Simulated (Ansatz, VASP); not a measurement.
# InSb in VASP and in Ansatz

```
In Sb
1.0
     5.37480    0.00000    0.00000
     0.00000    5.73098    0.00000
     0.00000    0.00000    3.07318
In Sb
2 2
Direct
  0.00000 0.00000 0.00000
  0.50000 0.50000 0.00000
  0.50000 0.00000 0.83500
  0.00000 0.50000 0.16500
```

Change from the starting cell: volume scaled by 1.01, crystal datasets.

Alike in both runs: task electric field gradients; functional PBE; k mesh 6 × 6 × 11; occupations fermi-dirac, width 0.08 eV; no spin polarisation.

```csv
,VASP,Ansatz
version,VASP 6.6.1,Ansatz 0.2.0
potentials or method,"VASP PAW PBE potentials, release 64 (In_d, Sb), cutoff 520 eV","all-electron PAW with datasets made for the crystal, scalar-relativistic"
```

|  | VASP | Ansatz | Ansatz less VASP |
| --- | --- | --- | --- |
| pressure (GPa) | 16.7 | 16.7 | +0.01 |
| traceless stress, the component that is largest in VASP (GPa) | 11.72 | 11.74 | +0.023 |
| rms of the force components (eV/Å) | 0.318 | 0.318 | -0.0003 |
| size of Vzz on the site where it differs most (V/Å²) | 81.8 | 73.5 | -8.35 |

Atom by atom the forces differ by 0.001 eV/Å (rms over components). Ansatz ran all-electron here, and VASP with PAW potentials.

Neither program's run includes spin-orbit coupling.
